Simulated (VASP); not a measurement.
Input of a VASP 6.6.1 run:

INCAR

```
PREC = Accurate ; ENCUT = 700
EDIFF = 1E-6 ; ISMEAR = -1
SIGMA = 0.05 ; LREAL = False
LASPH = True ; NELM = 120
ALGO = Normal ; ISIF = 2
LWAVE = False ; LCHARG = False
GGA = RE ; NBANDS = 20
GGA_COMPAT = False
```

File KPOINTS:

```
regular mesh
0
Gamma
  10 10 10
```

File POSCAR:

```
CdO
1.0
    0.0000000000      2.3015375624      2.3015375624
    2.3015375624      0.0000000000      2.3015375624
    2.3015375624      2.3015375624      0.0000000000
Cd O
1 1
Direct
    0.0000000000      0.0000000000      0.0000000000
    0.5000000000      0.5000000000      0.5000000000
```

Potentials or basis: VASP PAW PBE potentials, release 64 (Cd_sv_GW, O).

The run is started by

```sh
$ cat potpaw_PBE.64/Cd_sv_GW/POTCAR potpaw_PBE.64/O/POTCAR > POTCAR
$ mpirun -np 1 vasp_std > vasp.out
```

Question: Estimate the pressure.

Answer: 20.4 GPa.

Question: Estimate the band gap on the k mesh.

Answer: Zero (bands 13 and 14 overlap by 0.23 eV).

Caveat: the cell stands under pressure; semilocal functionals underestimate gaps, and a narrow one can read as zero; the PAW data sets were made with another functional, which shifts forces and pressure a little.
